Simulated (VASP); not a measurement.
# SiC (CsCl type) (Pm-3m) in VASP: a series of runs

SiC (CsCl type) is run at these levels: PBE; tasks: single point, relaxation of cell and atoms.

Program: VASP 6.6.1. These are calculated values, not measurements. Logs are shortened: lines on timing, memory, paths and dates and some standing lists are left out, and cuts for length are marked.

## Step 1: The cell of the first run

Symmetry: Pm-3m, No. 221, cubic system. Conventional cell: a = 2.641 Å, b = 2.641 Å, c = 2.641 Å, α = 90.00°, β = 90.00°, γ = 90.00°. Si (site symmetry m-3m) has 8 C at 2.29 Å and 6 Si at 2.64 Å within 3.0 Å. Within 3.0 Å of C (site symmetry m-3m) lie 8 Si at 2.29 Å and 6 C at 2.64 Å.

## Step 2: Single point, PBE

Input file INCAR:

```
SYSTEM = SiC
PREC = Accurate
ENCUT = 520
EDIFF = 1E-7
ISMEAR = -1
SIGMA = 0.08
LREAL = .FALSE.
LASPH = .TRUE.
NELM = 80
ALGO = Normal
ISIF = 2
LWAVE = .FALSE.
LCHARG = .TRUE.
GGA = PE
LELF = .TRUE.
LVHAR = .TRUE.
NBANDS = 11
```

Input file KPOINTS:

```
Automatic mesh
0
G
  14 14 14
  0 0 0
```

Input file POSCAR:

```
SiC
1.0
    2.6407629375      0.0000000000      0.0000000000
    0.0000000000      2.6407629375      0.0000000000
    0.0000000000      0.0000000000      2.6407629375
Si C
1 1
Direct
    0.0000000000      0.0000000000      0.0000000000
    0.5000000000      0.5000000000      0.5000000000
```

Potentials or basis: VASP PAW PBE potentials, release 64 (Si, C).

Run with:

```console
cat potpaw_PBE.64/Si/POTCAR potpaw_PBE.64/C/POTCAR > POTCAR
mpirun -np 1 vasp_std > vasp.out
```

OUTCAR:

```text
SYSTEM = SiC
   PREC = Accurate
   ENCUT = 520
   EDIFF = 1E-7
   ISMEAR = -1
   LREAL = .FALSE.
   LASPH = .TRUE.
   NELM = 80
   ISIF = 2
   GGA = PE

 ion  position               nearest neighbor table
   1  0.000  0.000  0.000-   2 2.29   2 2.29   2 2.29   2 2.29   2 2.29   2 2.29   2 2.29   2 2.29

   2  0.500  0.500  0.500-   1 2.29   1 2.29   1 2.29   1 2.29   1 2.29   1 2.29   1 2.29   1 2.29

  LATTYP: Found a simple cubic cell.
 ALAT       =     2.6407629375

  Lattice vectors:

 A1 = (   2.6407629375,   0.0000000000,   0.0000000000)
 A2 = (   0.0000000000,   2.6407629375,   0.0000000000)
 A3 = (   0.0000000000,   0.0000000000,   2.6407629375)

Analysis of symmetry for initial positions (statically):
=====================================================================
 Subroutine PRICEL returns:
 Original cell was already a primitive cell.

 Routine SETGRP: Setting up the symmetry group for a
 simple cubic supercell.

 Subroutine GETGRP returns: Found 48 space group operations
 (whereof 48 operations were pure point group operations)
 out of a pool of 48 trial point group operations.

The static configuration has the point symmetry O_h .

Analysis of symmetry for dynamics (positions and initial velocities):
=====================================================================
 Subroutine PRICEL returns:
 Original cell was already a primitive cell.

 Routine SETGRP: Setting up the symmetry group for a
 simple cubic supercell.

 Subroutine GETGRP returns: Found 48 space group operations
 (whereof 48 operations were pure point group operations)
 out of a pool of 48 trial point group operations.

The dynamic configuration has the point symmetry O_h .

 Subroutine INISYM returns: Found 48 space group operations
 (whereof 48 operations are pure point group operations),
 and found     1 'primitive' translations

----------------------------------------------------------------------------------------

                                     Primitive cell

  volume of cell :      18.4157

  direct lattice vectors                    reciprocal lattice vectors
     2.640762937  0.000000000  0.000000000     0.378678444  0.000000000  0.000000000
     0.000000000  2.640762937  0.000000000     0.000000000  0.378678444  0.000000000
     0.000000000  0.000000000  2.640762937     0.000000000  0.000000000  0.378678444

  length of vectors
     2.640762937  2.640762937  2.640762937     0.378678444  0.378678444  0.378678444

  position of ions in fractional coordinates (direct lattice)
     0.000000000  0.000000000  0.000000000
     0.500000000  0.500000000  0.500000000

  ion indices of the primitive-cell ions
   primitive index   ion index
                 1           1
                 2           2

----------------------------------------------------------------------------------------

 KPOINTS: Automatic mesh

Automatic generation of k-mesh.
 Grid dimensions read from file:
 generate k-points for:   14   14   14

 Generating k-lattice:

  Cartesian coordinates                     Fractional coordinates (reciprocal lattice)
     0.027048460  0.000000000  0.000000000     0.071428571  0.000000000  0.000000000
     0.000000000  0.027048460  0.000000000     0.000000000  0.071428571  0.000000000
     0.000000000  0.000000000  0.027048460     0.000000000  0.000000000  0.071428571

  Length of vectors
     0.027048460  0.027048460  0.027048460

  Shift w.r.t. Gamma in fractional coordinates (k-lattice)
     0.000000000  0.000000000  0.000000000

 Subroutine IBZKPT returns following result:
 ===========================================

 Found    120 irreducible k-points:

 Following reciprocal coordinates:
            Coordinates               Weight
  0.000000  0.000000  0.000000      1.000000
  0.071429  0.000000  0.000000      6.000000
  0.142857  0.000000  0.000000      6.000000
  0.214286  0.000000  0.000000      6.000000
  0.285714  0.000000  0.000000      6.000000
  0.357143  0.000000  0.000000      6.000000
[... 16 lines left out ...]
  0.285714  0.214286  0.000000     24.000000
  0.357143  0.214286  0.000000     24.000000
 [... further k-points ...]
   k-points           NKPTS =    120   k-points in BZ     NKDIM =    120   number of bands    NBANDS=     11
   number of dos      NEDOS =    301   number of ions     NIONS =      2
   total plane-waves  NPLWV =   8000
   dimension x,y,z NGX =    20 NGY =   20 NGZ =   20
   dimension x,y,z NGXF=    40 NGYF=   40 NGZF=   40
   ions per type =               1   1
   NGX,Y,Z   is equivalent  to a cutoff of  12.59, 12.59, 12.59 a.u.
   NGXF,Y,Z  is equivalent  to a cutoff of  25.18, 25.18, 25.18 a.u.
 SYSTEM =  SiC
   PREC   = accura    normal or accurate (medium, high low for compatibility)
   ISTART =      0    job   : 0-new  1-cont  2-samecut
   ICHARG =      2    charge: 1-file 2-atom 10-const
   ISPIN  =      1    spin polarized calculation?
   LNONCOLLINEAR =      F non collinear calculations
   LSORBIT =      F    spin-orbit coupling
   LASPH  =      T    aspherical Exc in radial PAW
   ENCUT  =  520.0 eV  38.22 Ry    6.18 a.u.   4.91  4.91  4.91*2*pi/ulx,y,z
   NELM   =     80;   NELMIN=  2; NELMDL= -5     # of ELM steps
   EDIFF  = 0.1E-06   stopping-criterion for ELM
   LREAL  =      F    real-space projection
   EDIFFG = 0.1E-05   stopping-criterion for IOM
   NSW    =      0    number of steps for IOM
   IBRION =     -1    ionic relax: 0-MD 1-quasi-New 2-CG
   NFREE  =      0    steps in history (QN), initial steepest desc. (CG)
   ISIF   =      2    stress and relaxation
   ISYM   =      2    0-nonsym 1-usesym 2-fastsym
   POTIM  = 0.5000    time-step for ionic-motion
   TEBEG  =    0.0;   TEEND  =   0.0 temperature during run
   PSTRESS=    0.0 pullay stress
   NELECT =       8.0000    total number of electrons
   NUPDOWN=      -1.0000    fix difference up-down
   EMIN   =  10.00;   EMAX   =-10.00  energy-range for DOS
   EFERMI =   0.00;   METHOD = LEGACY
   ISMEAR =    -1;   SIGMA  =   0.08  broadening in eV -4-tet -1-fermi 0-gaus
   EFERMI_NEDOS =   21; number of points for ismear=-14 and -15
   IALGO  =     38    algorithm
   IMIX   =      4    mixing-type and parameters
     AMIX     =   0.40;   BMIX     =  1.00
     AMIX_MAG =   1.60;   BMIX_MAG =  1.00
  volume/ion in A,a.u.               =       9.21        62.14
  Fermi-wavevector in a.u.,A,eV,Ry     =   1.239868  2.343011 20.915860  1.537272
  Thomas-Fermi vector in A             =   2.374333
   LORBIT       =      0    0 simple, 1 ext, 2 COOP (PROOUT), +10 PAW based schemes
   GGA     = PE    functional components
[... 5 lines left out ...]
 non-spin polarized calculation
  energy-cutoff  :      520.00
  volume of cell :       18.42
 maximum number of plane-waves:       512
 NGX is ok and might be reduce to    20
   NGX =  9   NGY =  9   NGZ =  9

 number of electron       8.0000000 magnetization

 Free energy of the ion-electron system (eV)
  ---------------------------------------------------
  ext. energy  EPLUGINS =         0.00000000
  ---------------------------------------------------
  free energy    TOTEN  =       -10.92396171 eV

  energy without entropy =      -10.90795681  energy(sigma->0) =      -10.91595926

 E-fermi :  11.2159     XC(G=0): -12.3996

 val. band max:       11.1837234740   @ k =   0.2857   0.0714   0.0000
 cond. band min:      11.2412124311   @ k =   0.4286   0.0714   0.0000
 fundamental gap:      0.0574889571
 Fermi energy:        11.2159419556

 k-point     1 :       0.0000    0.0000    0.0000
  band No.  band energies     occupation
      1      -6.3374      2.00000
      2      10.0821      2.00000
      3      10.0821      2.00000
      4      10.0821      2.00000
      5      12.6940      0.00000
      6      16.1623      0.00000
      7      16.1623      0.00000
      8      23.9217      0.00000
      9      23.9217      0.00000
     10      23.9217      0.00000
     11      31.3434      0.00000

 k-point     2 :       0.0714    0.0000    0.0000
  band No.  band energies     occupation
      1      -6.2390      2.00000
      2       9.0831      2.00000
      3      10.1533      2.00000
      4      10.1533      2.00000
      5      13.0967      0.00000
      6      16.2612      0.00000
      7      16.8459      0.00000
      8      23.6710      0.00000
      9      23.6710      0.00000
     10      23.8476      0.00000
     11      31.1662      0.00000

 k-point     3 :       0.1429    0.0000    0.0000
  band No.  band energies     occupation
      1      -5.9445      2.00000
      2       7.2403      2.00000
      3      10.3626      1.99995
      4      10.3626      1.99995
      5      13.5885      0.00000
      6      16.5553      0.00000
      7      18.3014      0.00000
      8      22.9647      0.00000
      9      22.9647      0.00000
     10      23.8214      0.00000
     11      30.8476      0.00000

 k-point     4 :       0.2143    0.0000    0.0000
  band No.  band energies     occupation
      1      -5.4562      2.00000
      2       5.2916      2.00000
      3      10.6944      1.99706
      4      10.6944      1.99706
      5      14.0539      0.00000
      6      17.0359      0.00000
      7      19.3322      0.00000
      8      21.9460      0.00000
      9      21.9460      0.00000
     10      24.4965      0.00000
     11      30.1406      0.00000
[... 239 lines left out ...]
 k-point    22 :       0.2143    0.2143    0.0000
  band No.  band energies     occupation
      1      -4.5832      2.00000
      2       5.9705      2.00000
      3       6.1908      2.00000
      4      11.2864      0.58611
      5      15.6375      0.00000
      6      16.2169      0.00000
      7      20.1039      0.00000
      8      21.5596      0.00000
      9      22.4733      0.00000
     10      26.5739      0.00000
     11      27.3774      0.00000

 k-point    23 :       0.2857    0.2143    0.0000
  band No.  band energies     occupation
      1      -3.9135      2.00000
      2       4.2315      2.00000
      3       6.6684      2.00000
      4      11.6898      0.00534
      5      14.7287      0.00000
      6      16.2969      0.00000
      7      20.1537      0.00000
      8      21.0194      0.00000
      9      23.4647      0.00000
     10      26.9327      0.00000
     11      27.1116      0.00000

 k-point    24 :       0.3571    0.2143    0.0000
  band No.  band energies     occupation
      1      -3.0718      2.00000
      2       2.5280      2.00000
      3       7.3612      2.00000
      4      12.1145      0.00003
      5      13.3639      0.00000
      6      16.9409      0.00000
      7      19.8420      0.00000
      8      20.3284      0.00000
      9      24.2938      0.00000
     10      26.6462      0.00000
     11      27.0238      0.00000

 [... further k-points ...]

------------------------ aborting loop because EDIFF is reached ----------------------------------------

  FORCE on cell =-STRESS in cart. coord.  units (eV):
  Direction    XX          YY          ZZ          XY          YZ          ZX
  --------------------------------------------------------------------------------------
  -------------------------------------------------------------------------------------
  Total        0.0131085      0.0131085      0.0131085      0.0000000     -0.0000000      0.0000000
  in kB        1.1404459      1.1404459      1.1404459      0.0000000     -0.0000000      0.0000000
  external PRESSURE =       1.1404459 kB  Pullay stress =       0.0000000 kB

 VOLUME and BASIS-vectors are now :
 -----------------------------------------------------------------------------
  energy-cutoff  :      520.00
  volume of cell :       18.42
      direct lattice vectors                 reciprocal lattice vectors
     2.640762937  0.000000000  0.000000000     0.378678444  0.000000000  0.000000000
     0.000000000  2.640762937  0.000000000     0.000000000  0.378678444  0.000000000
     0.000000000  0.000000000  2.640762937     0.000000000  0.000000000  0.378678444

 POSITION                                       TOTAL-FORCE (eV/Angst)
 -----------------------------------------------------------------------------------
      0.00000      0.00000      0.00000         0.000000      0.000000      0.000000
      1.32038      1.32038      1.32038         0.000000      0.000000      0.000000
 -----------------------------------------------------------------------------------
    total drift:                                0.000000      0.000000      0.000000

  FREE ENERGIE OF THE ION-ELECTRON SYSTEM (eV)
  ---------------------------------------------------
  free  energy   TOTEN  =       -10.9239617076 eV

  energy  without entropy=      -10.9079568097  energy(sigma->0) =      -10.91595926
```

Run time: 12 s. Hardware: 1 thread of Intel Xeon 6975P-C, shared host; peak memory 0.14 GiB.

What came out:

| Item | Value |
| --- | --- |
| Free energy | -10.9240 eV |
| Pressure | 0.1 GPa |
| Band gap on the k mesh | zero (band 4 reaches 12.32 eV, above the bottom of band 5 at 8.35 eV) |

## Step 3: Relaxation of cell and atoms, PBE

This run uses another cell than the first one, of 10.00 Å³/atom, 1.086 times its volume.

Input file INCAR:

```
PREC = Accurate
ENCUT = 600
EDIFF = 1E-6
ISMEAR = -1
SIGMA = 0.08
LREAL = F
LASPH = T
NELM = 100
ALGO = Normal
ISIF = 3
LWAVE = F
LCHARG = F
GGA = PE
IBRION = 2
NSW = 60
EDIFFG = -0.005
```

Input file KPOINTS:

```
Automatic mesh
0
Gamma
  14 14 14
```

Input file POSCAR:

```
SiC
1.0
    2.7144176166      0.0000000000      0.0000000000
    0.0000000000      2.7144176166      0.0000000000
    0.0000000000      0.0000000000      2.7144176166
Si C
1 1
Direct
    0.0000000000      0.0000000000      0.0000000000
    0.5000000000      0.5000000000      0.5000000000
```

Potentials or basis: VASP PAW PBE potentials, release 64 (Si, C).

Run with:

```console
cat potpaw_PBE.64/Si/POTCAR potpaw_PBE.64/C/POTCAR > POTCAR
mpirun -np 1 vasp_std > vasp.out
```

Wall time 20 s (1 thread of Intel Xeon 6975P-C, shared host); peak memory 0.15 GiB.

The run converged. Its results:

```yaml
Free_energy: -10.9257 eV
Relaxed_volume: 9.21 Å³/atom
Relaxed_cell: a = 2.641 Å, b = 2.641 Å, c = 2.641 Å, α = 90.00°, β = 90.00°, γ = 90.00°
Space_group_after_relaxing_to_0.05_Å: Pm-3m (No. 221)
Energy_gained_by_relaxing: 30.6 meV/atom
Ionic_steps: 3
Pressure_after_relaxing: 0.0 GPa
Band_gap_on_the_k_mesh: zero (band 4 reaches 12.33 eV, above the bottom of band 5 at 8.35 eV)
```

Step by step:
```csv
step,energy change (eV),largest force (eV/Å),pressure (GPa),volume (Å³)
1,0.0000,0.0000,-11.36,20.00
2,-0.0564,0.0000,3.89,18.02
3,-0.0611,0.0000,0.04,18.41
```

Final structure:
```xyz
2
Lattice="2.6406 0.0000 0.0000 0.0000 2.6406 0.0000 0.0000 0.0000 2.6406" Properties=species:S:1:pos:R:3 pbc="T T T"
Si    0.0000    0.0000    0.0000
C     1.3203    1.3203    1.3203
```

Levels at points of the mesh, in eV from the Fermi level:
```tsv
k point	band 1	band 2	band 3	band 4	band 5	band 6	band 7	band 8
(0.00, 0.00, 0.00)	-17.56	-1.13	-1.13	-1.13	1.48	4.95	4.95	12.71
(0.50, 0.00, 0.00)	-13.47	-11.92	0.87	0.87	5.00	6.35	7.53	7.53
(0.50, 0.50, 0.00)	-9.95	-7.97	-7.97	-5.51	2.39	8.74	8.74	10.98
(0.50, 0.50, 0.50)	-7.05	-4.40	-4.40	-4.40	-1.57	-1.57	-1.57	0.68
```
